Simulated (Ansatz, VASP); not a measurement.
# Ti in VASP and in Ansatz

```xyz
16
Lattice="5.7729 0.0000 0.0000 -2.8865 4.9995 0.0000 0.0000 0.0000 25.4750" Properties=species:S:1:pos:R:3 pbc="T T T"
Ti    1.4432    0.8333    8.0000
Ti    0.0000    3.3330    8.0000
Ti    4.3297    0.8333    8.0000
Ti    2.8865    3.3330    8.0000
Ti    0.0000    1.6665   10.2870
Ti   -1.4432    4.1663   10.2870
Ti    2.8865    1.6665   10.2870
Ti    1.4432    4.1663   10.2870
Ti    1.4474    0.8184   12.6566
Ti    0.0005    3.3063   12.6524
Ti    4.3268    0.8182   12.6565
Ti    2.8870    3.3793   12.6725
Ti    0.0010    1.6485   14.8562
Ti   -1.3852    4.1549   14.8879
Ti    2.8876    1.7075   14.7647
Ti    1.3869    4.1546   14.8882
```

Alike in both runs: task single point; functional PBE; dispersion D3(BJ); k mesh 4 × 4 × 1; occupations gaussian, width 0.1 eV; no spin polarisation.

|  | VASP | Ansatz |
| --- | --- | --- |
| version | VASP 6.6.1 | Ansatz 0.2.0 |
| potentials or method | VASP PAW PBE potentials, release 64 (Ti_sv), cutoff 520 eV | scalar-relativistic, plane waves, PAW |
| valence electrons in the cell | 192 | 192 |

Ansatz gave:

```
gap on the k mesh at the Fermi level (eV) : none
rms of the force components (eV/Å)        : 0.218
```

Which values does VASP return?

gap on the k mesh at the Fermi level (eV): none; rms of the force components (eV/Å): 0.223.

Atom by atom the forces differ by 0.010 eV/Å (rms over components). A gap of «none» marks a metal or a gap that the smearing closes.
